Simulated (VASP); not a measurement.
A run of VASP 6.6.1:

Contents of INCAR:

```
SYSTEM = Sr4NbO
PREC     = Accurate       ! precision mode
ENCUT    = 520            ! plane-wave cutoff, eV
EDIFF    = 1E-7           ! SCF threshold, eV
ISMEAR   = 0              ! smearing method
SIGMA    = 0.1            ! smearing width, eV
LREAL    = .FALSE.        ! projectors in reciprocal space
LASPH    = .TRUE.         ! aspherical terms in the spheres
NELM     = 100            ! most SCF steps
ALGO     = Normal         ! electronic algorithm
ISIF     = 2              ! what is computed and relaxed
LWAVE    = .FALSE.        ! write WAVECAR
LCHARG   = .FALSE.        ! write CHGCAR
GGA      = PE             ! functional
NBANDS   = 38             ! bands
```

KPOINTS

```
Automatic mesh
0
G
  12 12 4
  0 0 0
```

Contents of POSCAR:

```
Sr4NbO
1.0
    3.3880477204      0.0000000000      0.0000000000
    0.0000000000      3.3880477204      0.0000000000
    0.0000000000      0.0000000000     15.4474879056
Sr Nb O
4 1 1
Direct
    0.5000000000      0.5000000000      0.1000358705
    0.0000000000      0.0000000000      0.6617608773
    0.0000000000      0.0000000000      0.3382391227
    0.5000000000      0.5000000000      0.8999641295
    0.5000000000      0.5000000000      0.5000000000
    0.0000000000      0.0000000000      0.0000000000
```

Potentials or basis: VASP PAW PBE potentials, release 64 (Sr_sv, Nb_sv, O).

Command:

```bash
$ cat potpaw_PBE.64/Sr_sv/POTCAR potpaw_PBE.64/Nb_sv/POTCAR potpaw_PBE.64/O/POTCAR > POTCAR
$ mpirun -np 1 vasp_std > vasp.out
```

Hardware: 1 thread of Intel(R) Xeon(R) 6975P-C (Granite Rapids), on a shared host.

Problem. Estimate the wall time of this run.

Solution. Run time: 8.3 min on 1 thread of Intel(R) Xeon(R) 6975P-C (Granite Rapids), with other jobs on the host, peak memory 0.65 GiB. Counts: scf iterations 19, k points 84.
